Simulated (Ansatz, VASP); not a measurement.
Al3GaN4: VASP beside Ansatz

The input INCAR:

```
SYSTEM = Al3GaN4
PREC     = Accurate       ! precision mode
ENCUT    = 520            ! plane-wave cutoff, eV
EDIFF    = 1E-6           ! SCF threshold, eV
ISMEAR   = 0              ! smearing method
SIGMA    = 0.05           ! smearing width, eV
LREAL    = .False.        ! projectors in reciprocal space
LASPH    = .True.         ! aspherical terms in the spheres
NELM     = 80             ! most SCF steps
ALGO     = Normal         ! electronic algorithm
ISIF     = 2              ! what is computed and relaxed
LWAVE    = .False.        ! write WAVECAR
LCHARG   = .True.         ! write CHGCAR
GGA      = PS             ! functional
LELF     = .True.         ! ELF
LVHAR    = .True.       
NBANDS   = 31             ! bands
```

The input KPOINTS:

```
regular mesh
0
Gamma
  6 8 4
  0 0 0
```

The input POSCAR:

```
Al3GaN4
1.0
    4.8416716524      0.0000000000      0.0001103911
    0.0000000000      3.0048709415      0.0000000000
   -0.0031068066      0.0000000000      5.2012722695
Al Ga N
3 1 4
Direct
    0.5002300423      0.5000000000      0.1673295664
    0.0009207036      0.5000000000      0.8348055932
    0.0010880650      0.0000000000      0.3316926342
    0.4994217138      0.0000000000      0.6662009016
    0.1111724737      0.0000000000      0.6663292503
    0.1224543238      0.5000000000      0.1671578647
    0.6251234799      0.5000000000      0.8401923551
    0.6231881979      0.0000000000      0.3262928345
```

Input for Ansatz:

```yaml
crystal:
  lattice:
    - [4.8416716524, 0.0, 0.0001103911]
    - [0.0, 3.0048709415, 0.0]
    - [-0.0031068066, 0.0, 5.2012722695]
  atoms:
    - { symbol: Al, position: [0.5002300423, 0.5, 0.1673295664] }
    - { symbol: Al, position: [0.0009207036, 0.5, 0.8348055932] }
    - { symbol: Al, position: [0.001088065, 0.0, 0.3316926342] }
    - { symbol: Ga, position: [0.4994217138, 0.0, 0.6662009016] }
    - { symbol: "N", position: [0.1111724737, 0.0, 0.6663292503] }
    - { symbol: "N", position: [0.1224543238, 0.5, 0.1671578647] }
    - { symbol: "N", position: [0.6251234799, 0.5, 0.8401923551] }
    - { symbol: "N", position: [0.6231881979, 0.0, 0.3262928345] }
basis:
  ecutwfc: 420
kpoints:
  mp_grid: { grid: [6, 8, 4] }
hamiltonian:
  xc: pbesol
scf:
  occupations: { method: gaussian, width: 0.05 }
output:
  forces: true
  stress: true
  eigenvalues: true
```

Change from the starting cell: strain -0.040 along x and y, -0.040 along z, atoms carried along.

Alike in both runs: task single point; functional PBEsol; k mesh 6 × 8 × 4; occupations gaussian, width 0.05 eV; no spin polarisation.

|  | VASP | Ansatz |
| --- | --- | --- |
| version | VASP 6.6.1 | Ansatz 0.2.0 |
| potentials or method | VASP PAW PBE potentials, release 64 (Al, Ga_d, N), cutoff 520 eV | scalar-relativistic, plane waves, PAW |
| valence electrons in the cell | 42 | 42 |

Ansatz gave:

| Property | Result |
| --- | --- |
| gap on the k mesh at the Fermi level (eV) | 4.47 |
| least direct gap on the mesh (eV) | 4.47 |
| pressure (GPa) | 31.0 |
| traceless stress, the component that is largest in VASP (GPa) | -0.91 |
| rms of the force components (eV/Å) | 0.040 |

Question: What did VASP give for the same quantities?

Answer: gap on the k mesh at the Fermi level (eV): 4.49; least direct gap on the mesh (eV): 4.49; pressure (GPa): 31.1; traceless stress, the component that is largest in VASP (GPa): -0.89; rms of the force components (eV/Å): 0.035.

VASP's potentials were made for PBE, not for PBEsol. Atom by atom the forces differ by 0.012 eV/Å (rms over components). Both programs put the cell under a high pressure, so it lies far from rest at this level.
